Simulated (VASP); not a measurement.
A run of VASP 6.6.1 is set up as follows.

File INCAR:

```
PREC = Accurate
ENCUT = 520
EDIFF = 1E-7
ISMEAR = 0
SIGMA = 0.15
LREAL = F
LASPH = T
NELM = 60
ALGO = Normal
ISIF = 2
LWAVE = F
LCHARG = F
NBANDS = 15
```

KPOINTS

```
regular mesh
0
Gamma
  16 16 16
```

File POSCAR:

```
ZrC
1.0
    0.0000000000      2.3477650992      2.2666556343
    2.3477650992      0.0000000000      2.2666556343
    2.3477650992      2.3477650992      0.0000000000
Zr C
1 1
Direct
    0.4983745445      0.5016254555      0.5016254555
    0.0123452608     -0.0123452608     -0.0123452608
```

Potentials or basis: VASP PAW LDA potentials, release 64 (Zr_sv, C).

Command:

```console
$ cat potpaw_LDA.64/Zr_sv/POTCAR potpaw_LDA.64/C/POTCAR > POTCAR
$ mpirun -np 1 vasp_std > vasp.out
```

Question: What does it give for the band gap on the k mesh?

Answer: Zero (band 8 reaches 10.65 eV, above the bottom of band 9 at 9.55 eV).

Question: Predict the pressure.

Answer: 1.6 GPa.

Question: Estimate the largest force.

Answer: 0.423 eV/Å.

Forces in eV/Å, atoms in the order of the input:
```
Zr  -0.423  0.000  0.000
C    0.423  0.000  0.000
```

Caveat: the cell differs from its parent crystal (mode 4 frozen in at -0.057 Å, strain +e along z and -e/2 along x and y -0.0233).
